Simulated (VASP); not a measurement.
ZnCu2SnS4, 8 atoms in the cell. Symmetry: I-4, No. 82, tetragonal system. The conventional cell has a = 5.469 Å, b = 5.469 Å, c = 10.931 Å, α = 90.00°, β = 90.00°, γ = 90.00°. Within 3.1 Å of Zn (site symmetry -4) lie 4 S at 2.37 Å. Cu (site symmetry -4) has 4 S at 2.32 Å within 3.1 Å. Within 3.1 Å of Cu (site symmetry -4) lie 4 S at 2.32 Å. Within 3.3 Å of Sn (site symmetry -4) lie 4 S at 2.47 Å. Within 3.1 Å of S (site symmetry 1) lie 2 Cu at 2.32 Å and 1 Zn at 2.37 Å and 1 Sn at 2.47 Å. 

| Property | Result |
| --- | --- |
| Program | VASP 6.6.1 |
| Task | single point |
| Functional | PBE |
| Potentials or basis | VASP PAW PBE potentials, release 64 (Zn, Cu, Sn_d, S) |
| Cutoff | 520 eV |
| k mesh | 6 × 6 × 6 |
| Occupations | gaussian, width 0.05 eV |
| Spin | no spin polarisation |
| Dipole correction | no |
| Further INCAR settings | ALGO = Normal; EDIFF = 1e-06; NBANDS = 46 |

Potentials or basis: VASP PAW PBE potentials, release 64 (Zn, Cu, Sn_d, S).

Run with:

```sh
$ cat potpaw_PBE.64/Zn/POTCAR potpaw_PBE.64/Cu/POTCAR potpaw_PBE.64/Sn_d/POTCAR potpaw_PBE.64/S/POTCAR > POTCAR
$ mpirun -np 1 vasp_std > vasp.out
```

Hardware: 1 thread of AMD EPYC 7R13 Processor (Zen 3) (shared host).

Problem. Estimate the wall time of this run.

Solution. Wall time 8.8 min on 1 thread of AMD EPYC 7R13 Processor (Zen 3), with other jobs on the host, peak memory 0.49 GiB. Counts: scf iterations 17, k points 36.
